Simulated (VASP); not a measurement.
# Sc (a cell with a defect) in VASP: further runs, part 2 of 2

VASP 6.6.1. The steps go on from the part before.

## Step 5: Single point, PBE+D3(BJ)

INCAR

```
  ALGO = Normal
  EDIFF = 1E-6
  ENCUT = 520
  GGA = PE
  ISIF = 2
  ISMEAR = 0
  IVDW = 12
  LASPH = True
  LCHARG = True
  LELF = True
  LREAL = False
  LVHAR = True
  LWAVE = False
  NBANDS = 84
  NELM = 80
  PREC = Accurate
  SIGMA = 0.05
```

KPOINTS

```
k-points
0
Gamma
  3 2 3
```

POSCAR

```
Sc
1.0
    6.6200000000      0.0000000000      0.0000000000
   -4.9650000000      8.5996320000      0.0000000000
    0.0000000000      0.0000000000      5.2761400000
Sc
13
Direct
    0.0043298296      0.0045986852      0.0074010546
    0.1227593330      0.1913880734      0.5079584696
   -0.0424551784      0.3144231055     -0.0401844909
    0.1626473316      0.5689039950      0.5355422714
   -0.0144745275      0.6544003278      0.0491766708
    0.1684069571      0.8918074634      0.5125021322
    0.5025953597     -0.0004573452     -0.0222708268
    0.6619623939      0.2315142090      0.4371140644
    0.5005480665      0.2951968177     -0.0911992479
    0.7065643904      0.5835938096      0.5743204312
    0.5243786708      0.7129272508     -0.0051780279
    0.6622152022      0.8888986180      0.4902438146
    0.3812396139      0.4410211972      1.2096805619
```

Potentials or basis: VASP PAW PBE potentials, release 64 (Sc_sv).

Command:

```sh
> cat potpaw_PBE.64/Sc_sv/POTCAR > POTCAR
> mpirun -np 1 vasp_std > vasp.out
```

OUTCAR:

```text
EDIFF = 1E-6
   ENCUT = 520
   GGA = PE
   ISIF = 2
   ISMEAR = 0
   IVDW = 12
   LASPH = True
   LREAL = False
   NELM = 80
   PREC = Accurate
 IVDW          = 12

 ion  position               nearest neighbor table
   1  0.004  0.005  0.007-  11 3.05   2 3.09   2 3.09   9 3.15  12 3.22   6 3.24   3 3.25   6 3.28
                             7 3.30   7 3.33  12 3.36   5 3.42
   2  0.123  0.191  0.508-  13 2.70  12 3.03   9 3.04   1 3.09   1 3.09   3 3.12   6 3.14   8 3.29
                             8 3.41
   3  0.958  0.314  0.960-  13 2.77   9 2.95   8 3.04   7 3.07   2 3.12   4 3.13   8 3.24   1 3.25
                             5 3.32
   4  0.163  0.569  0.536-  13 2.92  10 3.10   5 3.11   3 3.13   6 3.19  11 3.20   5 3.23  12 3.25
                             8 3.37
   5  0.986  0.654  0.049-  10 2.98   4 3.11   6 3.19  10 3.21   4 3.23   3 3.32  11 3.33  11 3.39
                             1 3.42
   6  0.168  0.892  0.513-  10 3.08   7 3.11   2 3.14   5 3.19   4 3.19   1 3.24   1 3.28  12 3.29
                            12 3.34   8 3.35   7 3.41
   7  0.503  1.000  0.978-  11 2.92   9 2.97   3 3.07   6 3.11   8 3.14  12 3.18  12 3.29   1 3.30
                             1 3.33   6 3.41
[... 1094 lines left out ...]

 Edisp (eV)   -5.40292

 E8    (eV) :    -2.6241

  FORCE on cell =-STRESS in cart. coord.  units (eV):
  Direction    XX          YY          ZZ          XY          YZ          ZX
  --------------------------------------------------------------------------------------
  -------------------------------------------------------------------------------------
  Total       0.83682     2.90798     1.76525    -0.15197     0.93850    -0.48178
  in kB       4.46361    15.51128     9.41589    -0.81061     5.00602    -2.56983
  external pressure =        9.80 kB  Pullay stress =        0.00 kB

 VOLUME and BASIS-vectors are now :
 -----------------------------------------------------------------------------
  energy-cutoff  :      520.00
  volume of cell :      300.37
      direct lattice vectors                 reciprocal lattice vectors
     6.620000000  0.000000000  0.000000000     0.151057402  0.087213034  0.000000000
    -4.965000000  8.599632000  0.000000000     0.000000000  0.116284046  0.000000000
     0.000000000  0.000000000  5.276140000     0.000000000  0.000000000  0.189532499

 POSITION                                       TOTAL-FORCE (eV/Angst)
 -----------------------------------------------------------------------------------
      0.00583      0.03955      0.03905        -0.003111     -0.009758      0.019118
     -0.13757      1.64587      2.68006        -0.041206     -0.037719      0.019545
      4.77784      2.70392      5.06412         0.007740      0.039924     -0.025541
     -1.74788      4.89237      2.82560        -0.009924      0.007019     -0.022692
      3.27508      5.62760      0.25946        -0.011985      0.012181      0.011695
     -3.31297      7.66922      2.70403         0.008480      0.010789      0.006693
     -1.63555      8.59570      5.15864         0.024762      0.009523     -0.009709
      3.23272      1.99094      2.30627        -0.012964      0.013715     -0.049495
      1.84798      2.53858      4.79496         0.011976     -0.004501     -0.092764
      1.77991      5.01869      3.03019         0.002727      0.043374      0.029924
     -0.06830      6.13091      5.24882        -0.031272     -0.020780      0.007224
     -0.02952      7.64420      2.58659        -0.007916     -0.018504      0.011252
      0.33414      3.79262      1.10630         0.062693     -0.045262      0.094751
 -----------------------------------------------------------------------------------
    total drift:                               -0.000950     -0.001277      0.000258

  FREE ENERGIE OF THE ION-ELECTRON SYSTEM (eV)
  ---------------------------------------------------
  free  energy   TOTEN  =       -84.1351310370 eV

  energy  without entropy=      -84.1073060220  energy(sigma->0) =      -84.12121853
```

stdout:

```text
POSCAR found type information on POSCAR Sc
 POSCAR found :  1 types and      13 ions
 scaLAPACK will be used
 LDA part: xc-table for (Slater+PW92), standard interpolation
 -----------------------------------------------------------------------------
|                                                                             |
|           W    W    AA    RRRRR   N    N  II  N    N   GGGG   !!!           |
|           W    W   A  A   R    R  NN   N  II  NN   N  G    G  !!!           |
|           W    W  A    A  R    R  N N  N  II  N N  N  G       !!!           |
|           W WW W  AAAAAA  RRRRR   N  N N  II  N  N N  G  GGG   !            |
|           WW  WW  A    A  R   R   N   NN  II  N   NN  G    G                |
|           W    W  A    A  R    R  N    N  II  N    N   GGGG   !!!           |
|                                                                             |
|     Your reciprocal lattice and k-lattice belong to different lattice       |
|     classes:                                                                |
|                                                                             |
|        The reciprocal lattice is simple monoclinic,                         |
|        whereas your k-lattice is hexagonal.                                 |
|                                                                             |
|     Results are often still useful ...                                      |
|                                                                             |
 -----------------------------------------------------------------------------

 POSCAR, INCAR and KPOINTS ok, starting setup
 FFT: planning ... GRIDC
 FFT: planning ... GRID_SOFT
 FFT: planning ... GRID
 WAVECAR not read
 entering main loop
```

It took 8.6 min on 1 thread of Intel Xeon Platinum 8259CL at 2.50GHz (Skylake/Cascade Lake), shared host; peak memory 0.46 GiB.

Results:

```
Free energy                : -84.1351 eV
Pressure                   : 1.0 GPa
Largest force              : 0.122 eV/Å
Band gap on the k mesh     : zero (an odd number of electrons rules out a gap without spin polarisation)
Dispersion energy per atom : -0.416 eV
```

Forces in eV/Å, atoms in the order of the input:
```
Sc  -0.003 -0.010  0.019
Sc  -0.041 -0.038  0.020
Sc   0.008  0.040 -0.026
Sc  -0.010  0.007 -0.023
Sc  -0.012  0.012  0.012
Sc   0.008  0.011  0.007
Sc   0.025  0.010 -0.010
Sc  -0.013  0.014 -0.049
Sc   0.012 -0.005 -0.093
Sc   0.003  0.043  0.030
Sc  -0.031 -0.021  0.007
Sc  -0.008 -0.019  0.011
Sc   0.063 -0.045  0.095
```

Stress tensor (GPa, compression positive):
```
 0.45 -0.08 -0.26
-0.08  1.55  0.50
-0.26  0.50  0.94
```

Levels at points of the mesh, in eV from the Fermi level:
```tsv
k point	band 67	band 68	band 69	band 70	band 71	band 72	band 73	band 74	band 75	band 76
(0.00, 0.00, 0.00)	-0.53	-0.46	-0.39	-0.33	-0.23	-0.14	0.08	0.28	0.42	0.50
(0.00, 0.50, 0.00)	-0.57	-0.53	-0.50	-0.22	-0.19	-0.14	-0.11	0.01	0.49	0.54
```

Caveat: the k points lie up to 0.40 Å⁻¹ apart, too coarse for converged energies and pressures of a metal.

## Step 6: Single point, PBE+D3(BJ)

INCAR

```
PREC = Accurate
ENCUT = 520
EDIFF = 1E-7
ISMEAR = 0
SIGMA = 0.05
LREAL = F
LASPH = T
NELM = 80
ALGO = Normal
ISIF = 2
LWAVE = F
LCHARG = F
GGA = PE
IVDW = 12
NBANDS = 84
```

KPOINTS

```
regular mesh
0
Gamma
  3 2 3
```

POSCAR

```
Sc
1.0
    6.6200000000      0.0000000000      0.0000000000
   -4.9650000000      8.5996320000      0.0000000000
    0.0000000000      0.0000000000      5.2761400000
Sc
13
Direct
    0.0197998844      0.0182276404     -0.0089061321
    0.1675381729      0.2206482789      0.4984043259
   -0.0826736242      0.2863149260      0.0284835126
    0.1763103675      0.5633946894      0.4623451993
   -0.0051550898      0.6493922066     -0.0254394311
    0.1522430435      0.8837065353      0.4947179188
    0.4788039435     -0.0100632213      0.0112745302
    0.6575943640      0.2187179637      0.5327392753
    0.5144909246      0.2983556738      0.0268688852
    0.6728322461      0.5571104671      0.4750230282
    0.5772131593      0.7382117049     -0.0029572756
    0.6764190307      0.9017647499      0.5030541267
    0.3320720465      0.4555971697      0.9188935472
```

Potentials or basis: VASP PAW PBE potentials, release 64 (Sc_sv).

Command:

```sh
> cat potpaw_PBE.64/Sc_sv/POTCAR > POTCAR
> mpirun -np 1 vasp_std > vasp.out
```

It took 7.4 min on 1 thread of Intel Xeon Platinum 8375C at 2.90GHz (Ice Lake), shared host; peak memory 0.44 GiB.

It converged, with:

| Property | Result |
| --- | --- |
| Free energy | -83.9579 eV |
| Pressure | 1.0 GPa |
| Largest force | 0.154 eV/Å |
| Band gap on the k mesh | zero (an odd number of electrons rules out a gap without spin polarisation) |
| Dispersion energy per atom | -0.415 eV |

Forces in eV/Å, atoms in the order of the input:
```
Sc   0.005  0.002 -0.003
Sc  -0.002 -0.015  0.011
Sc  -0.019 -0.014  0.062
Sc  -0.004  0.006 -0.070
Sc  -0.001 -0.001 -0.044
Sc  -0.004 -0.002  0.000
Sc  -0.010  0.012  0.033
Sc  -0.003  0.006  0.079
Sc   0.034 -0.025  0.073
Sc   0.002  0.008 -0.032
Sc   0.015 -0.006  0.021
Sc  -0.002 -0.003  0.020
Sc  -0.011  0.032 -0.150
```

Stress tensor (GPa, compression positive):
```
 2.27  0.09 -0.01
 0.09  2.78 -0.31
-0.01 -0.31 -1.92
```

Levels at points of the mesh, in eV from the Fermi level:
| k point | band 67 | band 68 | band 69 | band 70 | band 71 | band 72 | band 73 | band 74 | band 75 | band 76 |
| --- | --- | --- | --- | --- | --- | --- | --- | --- | --- | --- |
| (0.00, 0.00, 0.00) | -0.57 | -0.48 | -0.39 | -0.32 | -0.24 | -0.21 | -0.01 | 0.05 | 0.27 | 0.34 |
| (0.00, 0.50, 0.00) | -0.64 | -0.57 | -0.43 | -0.33 | -0.29 | -0.19 | -0.01 | 0.03 | 0.06 | 0.29 |

Caveat: the k points lie up to 0.40 Å⁻¹ apart, too coarse for converged energies and pressures of a metal.

## Step 7: Summary

| cell | gap on the mesh (eV) | pressure (GPa) | largest force (eV/Å) |
| --- | --- | --- | --- |
| as given, atomic positions A | none | 1.1 | 0.01 |
| as given, atomic positions B | none | 1.1 | 0.03 |
| as given, atomic positions C | none | 1.0 | 0.17 |
| as given, atomic positions D | none | 1.0 | 0.12 |
| as given, atomic positions E | none | 1.0 | 0.15 |

Alike in all rows: task single point; level PBE+D3(BJ); potentials or basis VASP PAW PBE potentials, release 64 (Sc_sv); no spin polarisation; k mesh 3 × 2 × 3; cutoff (eV) 520; smearing gaussian 0.05 eV.

Caveats: all runs use coarse meshes.

Absolute energies hang on the potentials; compare differences alone.
